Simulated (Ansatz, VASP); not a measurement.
## Two plane-wave programs on Ge

File INCAR:

```
SYSTEM = Ge
  PREC = Accurate
  ENCUT = 520
  EDIFF = 1E-6
  ISMEAR = 0
  SIGMA = 0.15
  LREAL = .False.
  LASPH = .True.
  NELM = 60
  ALGO = Normal
  ISIF = 2
  LWAVE = .False.
  LCHARG = .False.
  GGA = PS
  NBANDS = 21
```

KPOINTS

```
regular mesh
0
Gamma
  14 14 14
  0 0 0
```

The input POSCAR:

```
Ge
1.0
    0.0000000000      2.6873315000      2.7580507500
    2.6873315000      0.0000000000      2.7580507500
    2.6873315000      2.6873315000      0.0000000000
Ge
2
Direct
    0.5000000000      0.5000000000      0.5000000000
    0.7500000000      0.7500000000      0.7500000000
```

Input for Ansatz:

```yaml
crystal:
  lattice:
    - [0.0, 2.6873315, 2.75805075]
    - [2.6873315, 0.0, 2.75805075]
    - [2.6873315, 2.6873315, 0.0]
  atoms:
    - { symbol: Ge, position: [0.5, 0.5, 0.5] }
    - { symbol: Ge, position: [0.75, 0.75, 0.75] }
basis:
  ecutwfc: 420
kpoints:
  mp_grid: { grid: [14, 14, 14] }
hamiltonian:
  xc: pbesol
scf:
  occupations: { method: gaussian, width: 0.15 }
output:
  forces: true
  stress: true
  eigenvalues: true
```

Change from the starting cell: strain -0.050 along x and y, -0.025 along z, atoms carried along.

Alike in both runs: task single point; functional PBEsol; k mesh 14 × 14 × 14; occupations gaussian, width 0.15 eV; no spin polarisation.

```csv
,VASP,Ansatz
version,VASP 6.6.1,Ansatz 0.2.0
potentials or method,"VASP PAW PBE potentials, release 64 (Ge_d), cutoff 520 eV","scalar-relativistic, plane waves, PAW"
valence electrons in the cell,28,28
```

VASP gave:

- gap on the k mesh at the Fermi level (eV): 0.13
- least direct gap on the mesh (eV): 1.13
- pressure (GPa): 12.7
- traceless stress, the component that is largest in VASP (GPa): -1.37

Problem. Which values does Ansatz return?

Solution. gap on the k mesh at the Fermi level (eV): 0.12; least direct gap on the mesh (eV): 1.11; pressure (GPa): 12.8; traceless stress, the component that is largest in VASP (GPa): -1.36.

VASP's potentials were made for PBE, not for PBEsol.
